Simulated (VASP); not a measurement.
# AlNi3 (I4/mmm) in VASP: single point with PBEsol

Aim: the single point of AlNi3 with PBEsol.

All numbers are computed with VASP 6.6.1; they aren't measurements. Logs are shortened: lines on timing, memory, paths and dates and some standing lists are left out, and cuts for length are marked.

**1. The cell of the first run**

The structure is tetragonal, space group I4/mmm (No. 139). The conventional cell has a = 3.958 Å, b = 3.958 Å, c = 5.821 Å, α = 90.00°, β = 90.00°, γ = 90.00°. Within 3.2 Å of Al (site symmetry 4/mmm) lie 14 Ni at 2.46 to 2.91 Å. Within 3.2 Å of Ni (site symmetry -4m2) lie 4 Al at 2.46 Å and 10 Ni at 2.46 to 2.91 Å. Ni (site symmetry 4/mmm) has 8 Ni at 2.46 Å and 6 Al at 2.80 to 2.91 Å within 3.2 Å.

**2. Single point, PBEsol (strain +0.000 along x and y, +0.040 along z)**

INCAR reads:

```
SYSTEM = AlNi3
ALGO = Fast
EDIFF = 1E-6
ENCUT = 520
GGA = PS
ISIF = 2
ISMEAR = 0
LASPH = .True.
LCHARG = .False.
LREAL = .False.
LWAVE = .False.
NBANDS = 24
NELM = 100
PREC = Accurate
SIGMA = 0.15
```

KPOINTS reads:

```
k-points
0
Gamma
  14 14 14
  0 0 0
```

POSCAR reads:

```
AlNi3
1.0
    0.0000000000      2.7984078593      2.9103441737
    2.7984078593      0.0000000000      2.9103441737
    2.7984078593      2.7984078593      0.0000000000
Al Ni
1 3
Direct
    0.5000000000      0.5000000000      0.5000000000
    0.2500000000      0.2500000000      0.2500000000
    0.0000000000      0.0000000000      0.0000000000
    0.7500000000      0.7500000000      0.7500000000
```

Potentials or basis: VASP PAW PBE potentials, release 64 (Al, Ni).

Command:

```console
$ cat potpaw_PBE.64/Al/POTCAR potpaw_PBE.64/Ni/POTCAR > POTCAR
$ mpirun -np 1 vasp_std > vasp.out
```

OUTCAR:

```text
SYSTEM = AlNi3
   EDIFF = 1E-6
   ENCUT = 520
   GGA = PS
   ISIF = 2
   ISMEAR = 0
   LASPH = .True.
   LREAL = .False.
   NELM = 100
   PREC = Accurate

 ion  position               nearest neighbor table
   1  0.500  0.500  0.500-   2 2.46   2 2.46   2 2.46   4 2.46   4 2.46   4 2.46   2 2.46   4 2.46
                             3 2.80   3 2.80   3 2.80   3 2.80   3 2.91   3 2.91
   2  0.250  0.250  0.250-   3 2.46   3 2.46   1 2.46   3 2.46   1 2.46   1 2.46   3 2.46   1 2.46
                             4 2.80   4 2.80   4 2.80   4 2.80   4 2.91   4 2.91
   3  0.000  0.000  0.000-   4 2.46   4 2.46   2 2.46   4 2.46   2 2.46   2 2.46   4 2.46   2 2.46
                             1 2.80   1 2.80   1 2.80   1 2.80   1 2.91   1 2.91
   4  0.750  0.750  0.750-   1 2.46   1 2.46   1 2.46   3 2.46   3 2.46   3 2.46   1 2.46   3 2.46
                             2 2.80   2 2.80   2 2.80   2 2.80   2 2.91   2 2.91

  LATTYP: Found a body centered tetragonal cell.
 ALAT       =     3.9575463477
 C/A-ratio  =     1.4707821049

  Lattice vectors:

 A1 = (  -2.7984078593,   0.0000000000,   2.9103441737)
 A2 = (   2.7984078593,   0.0000000000,   2.9103441737)
 A3 = (   0.0000000000,   2.7984078593,  -2.9103441737)

Analysis of symmetry for initial positions (statically):
=====================================================================
 Subroutine PRICEL returns:
 Original cell was already a primitive cell.

 Routine SETGRP: Setting up the symmetry group for a
 body centered tetragonal supercell.

 Subroutine GETGRP returns: Found 16 space group operations
 (whereof 16 operations were pure point group operations)
 out of a pool of 16 trial point group operations.

The static configuration has the point symmetry D_4h.

Analysis of symmetry for dynamics (positions and initial velocities):
=====================================================================
 Subroutine PRICEL returns:
 Original cell was already a primitive cell.

 Routine SETGRP: Setting up the symmetry group for a
 body centered tetragonal supercell.

 Subroutine GETGRP returns: Found 16 space group operations
 (whereof 16 operations were pure point group operations)
 out of a pool of 16 trial point group operations.

The dynamic configuration has the point symmetry D_4h.

 Subroutine INISYM returns: Found 16 space group operations
 (whereof 16 operations are pure point group operations),
 and found     1 'primitive' translations

----------------------------------------------------------------------------------------

                                     Primitive cell

  volume of cell :      45.5823

  direct lattice vectors                    reciprocal lattice vectors
     0.000000000  2.798407859  2.910344174    -0.178673026  0.178673026  0.171800986
     2.798407859  0.000000000  2.910344174     0.178673026 -0.178673026  0.171800986
     2.798407859  2.798407859  0.000000000     0.178673026  0.178673026 -0.171800986

  length of vectors
     4.037473190  4.037473190  3.957546348     0.305554708  0.305554708  0.305554708

  position of ions in fractional coordinates (direct lattice)
     0.500000000  0.500000000  0.500000000
     0.250000000  0.250000000  0.250000000
     0.000000000  0.000000000  0.000000000
     0.750000000  0.750000000  0.750000000

  ion indices of the primitive-cell ions
   primitive index   ion index
                 1           1
                 2           2
                 3           3
                 4           4

----------------------------------------------------------------------------------------

 KPOINTS: k-points

Automatic generation of k-mesh.
 Grid dimensions read from file:
 generate k-points for:   14   14   14

 Generating k-lattice:

  Cartesian coordinates                     Fractional coordinates (reciprocal lattice)
    -0.012762359  0.012762359  0.012271499     0.071428571 -0.000000000  0.000000000
     0.012762359 -0.012762359  0.012271499    -0.000000000  0.071428571  0.000000000
     0.012762359  0.012762359 -0.012271499     0.000000000  0.000000000  0.071428571

  Length of vectors
     0.021825336  0.021825336  0.021825336

  Shift w.r.t. Gamma in fractional coordinates (k-lattice)
     0.000000000  0.000000000  0.000000000

 Subroutine IBZKPT returns following result:
 ===========================================

 Found    244 irreducible k-points:

 Following reciprocal coordinates:
            Coordinates               Weight
  0.000000  0.000000  0.000000      1.000000
  0.071429 -0.000000  0.000000      8.000000
  0.142857  0.000000  0.000000      8.000000
  0.214286  0.000000  0.000000      8.000000
  0.285714 -0.000000  0.000000      8.000000
  0.357143  0.000000  0.000000      8.000000
[... 16 lines left out ...]
  0.214286  0.142857  0.000000      8.000000
  0.285714  0.142857  0.000000      8.000000
 [... further k-points ...]
   k-points           NKPTS =    244   k-points in BZ     NKDIM =    244   number of bands    NBANDS=     24
   number of dos      NEDOS =    301   number of ions     NIONS =      4
   total plane-waves  NPLWV =  27000
   dimension x,y,z NGX =    30 NGY =   30 NGZ =   30
   dimension x,y,z NGXF=    60 NGYF=   60 NGZF=   60
   ions per type =               1   3
   NGX,Y,Z   is equivalent  to a cutoff of  12.35, 12.35, 12.60 a.u.
   NGXF,Y,Z  is equivalent  to a cutoff of  24.71, 24.71, 25.20 a.u.
 SYSTEM =  AlNi3
   PREC   = accura    normal or accurate (medium, high low for compatibility)
   ISTART =      0    job   : 0-new  1-cont  2-samecut
   ICHARG =      2    charge: 1-file 2-atom 10-const
   ISPIN  =      1    spin polarized calculation?
   LNONCOLLINEAR =      F non collinear calculations
   LSORBIT =      F    spin-orbit coupling
   LASPH  =      T    aspherical Exc in radial PAW
   ENCUT  =  520.0 eV  38.22 Ry    6.18 a.u.   7.51  7.51  7.36*2*pi/ulx,y,z
   NELM   =    100;   NELMIN=  2; NELMDL= -5     # of ELM steps
   EDIFF  = 0.1E-05   stopping-criterion for ELM
   LREAL  =      F    real-space projection
   EDIFFG = 0.1E-04   stopping-criterion for IOM
   NSW    =      0    number of steps for IOM
   IBRION =     -1    ionic relax: 0-MD 1-quasi-New 2-CG
   NFREE  =      0    steps in history (QN), initial steepest desc. (CG)
   ISIF   =      2    stress and relaxation
   ISYM   =      2    0-nonsym 1-usesym 2-fastsym
   POTIM  = 0.5000    time-step for ionic-motion
   TEBEG  =    0.0;   TEEND  =   0.0 temperature during run
   PSTRESS=    0.0 pullay stress
   NELECT =      33.0000    total number of electrons
   NUPDOWN=      -1.0000    fix difference up-down
   EMIN   =  10.00;   EMAX   =-10.00  energy-range for DOS
   EFERMI =   0.00;   METHOD = LEGACY
   ISMEAR =     0;   SIGMA  =   0.15  broadening in eV -4-tet -1-fermi 0-gaus
   EFERMI_NEDOS =   21; number of points for ismear=-14 and -15
   IALGO  =     68    algorithm
   IMIX   =      4    mixing-type and parameters
     AMIX     =   0.40;   BMIX     =  1.00
     AMIX_MAG =   1.60;   BMIX_MAG =  1.00
  volume/ion in A,a.u.               =      11.40        76.90
  Fermi-wavevector in a.u.,A,eV,Ry     =   1.469989  2.777876 29.400381  2.160867
  Thomas-Fermi vector in A             =   2.585300
   LORBIT       =      0    0 simple, 1 ext, 2 COOP (PROOUT), +10 PAW based schemes
   GGA     = PS    functional components
   LHFCALC =     F    Hartree Fock is set to
   AEXX    =    0.0000 exact exchange contribution
   IVDW    =     0    specifies the selected vdW correction
   LEPSILON=     F    determine dielectric tensor
   LRPA    =     F    only Hartree local field effects (RPA)
 non-spin polarized calculation
 RMM-DIIS sequential band-by-band and
 Gauss-broadening in eV      SIGMA  =   0.15
  energy-cutoff  :      520.00
  volume of cell :       45.58
 maximum number of plane-waves:      1263
   NGX = 15   NGY = 15   NGZ = 15

 number of electron      32.9999991 magnetization

 Free energy of the ion-electron system (eV)
  ---------------------------------------------------
  ext. energy  EPLUGINS =         0.00000000
  ---------------------------------------------------
  free energy    TOTEN  =       -24.05079048 eV

  energy without entropy =      -24.01905691  energy(sigma->0) =      -24.03492370

 E-fermi :   9.3091     XC(G=0): -12.7712

 val. band max:        9.3008996178   @ k =  -0.3571   0.4286   0.1429
 cond. band min:       9.3130579356   @ k =  -0.2857   0.2143   0.5000
 fundamental gap:      0.0121583178
 Fermi energy:         9.3090989912

 k-point     1 :       0.0000    0.0000    0.0000
  band No.  band energies     occupation
      1      -0.6410      2.00000
      2       5.8635      2.00000
      3       5.9220      2.00000
      4       5.9476      2.00000
      5       6.0179      2.00000
      6       6.0179      2.00000
[... 16 lines left out ...]
     23      16.1460      0.00000
     24      17.2458      0.00000

 k-point     2 :       0.0714   -0.0000    0.0000
  band No.  band energies     occupation
      1      -0.5668      2.00000
      2       5.8219      2.00000
      3       5.8786      2.00000
      4       5.9512      2.00000
      5       6.0538      2.00000
      6       6.0992      2.00000
[... 16 lines left out ...]
     23      16.5298      0.00000
     24      17.3467      0.00000

 k-point     3 :       0.1429    0.0000    0.0000
  band No.  band energies     occupation
      1      -0.3458      2.00000
      2       5.7813      2.00000
      3       5.8393      2.00000
      4       5.8448      2.00000
      5       6.1932      2.00000
      6       6.2408      2.00000
[... 16 lines left out ...]
     23      17.0291      0.00000
     24      17.5330      0.00000

 k-point     4 :       0.2143    0.0000    0.0000
  band No.  band energies     occupation
      1       0.0177      2.00000
      2       5.5760      2.00000
      3       5.8003      2.00000
      4       5.8478      2.00000
      5       6.3626      2.00000
      6       6.3977      2.00000
[... 16 lines left out ...]
     23      17.2728      0.00000
     24      17.7486      0.00000

 k-point     5 :       0.2857   -0.0000    0.0000
  band No.  band energies     occupation
      1       0.5156      2.00000
      2       5.1202      2.00000
      3       5.8285      2.00000
      4       5.8823      2.00000
      5       6.5339      2.00000
      6       6.5416      2.00000
[... 16 lines left out ...]
     23      17.2605      0.00000
     24      18.4895      0.00000

 k-point     6 :       0.3571    0.0000    0.0000
  band No.  band energies     occupation
      1       1.1341      2.00000
      2       4.4316      2.00000
      3       5.8711      2.00000
      4       5.9336      2.00000
      5       6.6216      2.00000
      6       6.6413      2.00000
[... 16 lines left out ...]
     23      17.2136      0.00000
     24      19.4438      0.00000
[... 379 lines left out ...]
 k-point    21 :      -0.0714    0.0714    0.0000
  band No.  band energies     occupation
      1      -0.4387      2.00000
      2       5.8075      2.00000
      3       5.8117      2.00000
      4       6.0143      2.00000
      5       6.0187      2.00000
      6       6.2154      2.00000
[... 16 lines left out ...]
     23      16.9649      0.00000
     24      17.1623      0.00000

 k-point    22 :       0.1429    0.1429    0.0000
  band No.  band energies     occupation
      1      -0.2684      2.00000
      2       5.4600      2.00000
      3       6.0524      2.00000
      4       6.1346      2.00000
      5       6.1428      2.00000
      6       6.1428      2.00000
[... 16 lines left out ...]
     23      16.7418      0.00000
     24      18.0315      0.00000

 k-point    23 :       0.2143    0.1429    0.0000
  band No.  band energies     occupation
      1      -0.0121      2.00000
      2       5.3257      2.00000
      3       6.0697      2.00000
      4       6.0753      2.00000
      5       6.2659      2.00000
      6       6.2884      2.00000
[... 16 lines left out ...]
     23      17.0987      0.00000
     24      18.6523      0.00000

 k-point    24 :       0.2857    0.1429    0.0000
  band No.  band energies     occupation
      1       0.3827      2.00000
      2       5.1724      2.00000
      3       5.9411      2.00000
      4       6.0987      2.00000
      5       6.3918      2.00000
      6       6.4102      2.00000
[... 16 lines left out ...]
     23      17.1325      0.00000
     24      18.8378      0.00000

 [... further k-points ...]

------------------------ aborting loop because EDIFF is reached ----------------------------------------

  FORCE on cell =-STRESS in cart. coord.  units (eV):
  Direction    XX          YY          ZZ          XY          YZ          ZX
  --------------------------------------------------------------------------------------
  -------------------------------------------------------------------------------------
  Total       -2.1236488     -2.1236488     -1.7680485      0.0000000      0.0000000      0.0000000
  in kB      -74.6443456    -74.6443456    -62.1453128      0.0000000      0.0000000      0.0000000
  external PRESSURE =     -70.4780013 kB  Pullay stress =       0.0000000 kB

 VOLUME and BASIS-vectors are now :
 -----------------------------------------------------------------------------
  energy-cutoff  :      520.00
  volume of cell :       45.58
      direct lattice vectors                 reciprocal lattice vectors
     0.000000000  2.798407859  2.910344174    -0.178673026  0.178673026  0.171800986
     2.798407859  0.000000000  2.910344174     0.178673026 -0.178673026  0.171800986
     2.798407859  2.798407859  0.000000000     0.178673026  0.178673026 -0.171800986

 POSITION                                       TOTAL-FORCE (eV/Angst)
 -----------------------------------------------------------------------------------
      2.79841      2.79841      2.91034         0.000000     -0.000000     -0.000000
      1.39920      1.39920      1.45517        -0.000000     -0.000000     -0.000000
      0.00000      0.00000      0.00000         0.000000      0.000000     -0.000000
      4.19761      4.19761      4.36552         0.000000      0.000000      0.000000
 -----------------------------------------------------------------------------------
    total drift:                                0.000000     -0.000000      0.000000

  FREE ENERGIE OF THE ION-ELECTRON SYSTEM (eV)
  ---------------------------------------------------
  free  energy   TOTEN  =       -24.0507904841 eV

  energy  without entropy=      -24.0190569143  energy(sigma->0) =      -24.03492370
```

Wall time 2.3 min (1 thread of Intel Xeon 6975P-C (Granite Rapids), shared host); peak memory 0.34 GiB.

Results:

| Quantity | Value |
| --- | --- |
| Free energy | -24.0508 eV |
| Pressure | -7.0 GPa |
| Band gap on the k mesh | zero (an odd number of electrons rules out a gap without spin polarisation) |

Stress tensor (GPa, compression positive):
```
-7.46  0.00  0.00
 0.00 -7.46  0.00
 0.00  0.00 -6.21
```

Caveat: the cell differs from its parent crystal (strain +0.000 along x and y, +0.040 along z); the cell stands under tension; the PAW data sets were made with another functional, which shifts forces and pressure a little.
